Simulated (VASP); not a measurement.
Set up this calculation in VASP 6.6.1, as the native input.

```
Task                   : single point
Functional             : PBEsol
Potentials or basis    : VASP PAW PBE potentials, release 64 (B, As)
Cutoff                 : 520 eV
k mesh                 : 12 × 12 × 12
Occupations            : gaussian, width 0.05 eV
Spin                   : no spin polarisation
Dipole correction      : no
Further INCAR settings : ALGO = Normal; EDIFF = 1e-06; NBANDS = 11
```

The structure of BAs lies in POSCAR:

```
BAs
1.0
    0.0000000000      2.3839417728      2.3839417728
    2.3839417728      0.0000000000      2.3839417728
    2.3839417728      2.3839417728      0.0000000000
B As
1 1
Direct
    0.0000000000      0.0000000000      0.0000000000
    0.7500000000      0.7500000000      0.7500000000
```

The input as run:

INCAR

```
ALGO = Normal
EDIFF = 1E-6
ENCUT = 520
GGA = PS
ISIF = 2
ISMEAR = 0
LASPH = T
LCHARG = F
LREAL = F
LWAVE = F
NBANDS = 11
NELM = 60
PREC = Accurate
SIGMA = 0.05
```

KPOINTS

```
k-points
0
Gamma
  12 12 12
```

Potentials or basis: VASP PAW PBE potentials, release 64 (B, As).

Command:

```bash
$ cat potpaw_PBE.64/B/POTCAR potpaw_PBE.64/As/POTCAR > POTCAR
$ mpirun -np 1 vasp_std > vasp.out
```

It gave:

```json
{
  "Pressure": "0.9 GPa",
  "Band gap on the k mesh": "1.08 eV, indirect (least direct gap 3.25 eV)"
}
```

Caveat: the PAW data sets were made with another functional, which shifts forces and pressure a little.

It took 9.2 s on 1 thread of Intel(R) Xeon(R) 6975P-C (Granite Rapids) (shared host), peak memory 0.17 GiB.
